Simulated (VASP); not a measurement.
Input of a VASP 6.6.1 run:

The input INCAR:

```
PREC = Accurate
ENCUT = 520
EDIFF = 1E-6
ISMEAR = 0
SIGMA = 0.03
LREAL = F
LASPH = T
NELM = 60
ALGO = Normal
ISIF = 2
LWAVE = F
LCHARG = F
NBANDS = 16
```

The input KPOINTS:

```
Automatic mesh
0
Gamma
  10 10 10
```

The input POSCAR:

```
Si
1.0
   -3.2184914587      3.2184914587      1.8605476173
    3.2184914587     -3.2184914587      1.8605476173
    3.2184914587      3.2184914587     -1.8605476173
Si
4
Direct
    0.1568357886      0.1568357886      0.3576908752
    0.7991449134      0.7991449134      0.6423091248
    0.2008550866      0.8431642114      0.0000000000
    0.8431642114      0.2008550866      0.0000000000
```

Potentials or basis: VASP PAW LDA potentials, release 64 (Si).

Command:

```bash
$ cat potpaw_LDA.64/Si/POTCAR > POTCAR
$ mpirun -np 1 vasp_std > vasp.out
```

**Question.** What does it give for the largest force?

**Answer.** 0.107 eV/Å.

**Question.** Predict the pressure.

**Answer.** 7.6 GPa.

Forces in eV/Å, atoms in the order of the input:
```
Si   0.021  0.021  0.102
Si  -0.021 -0.021  0.102
Si  -0.021  0.021 -0.102
Si   0.021 -0.021 -0.102
```
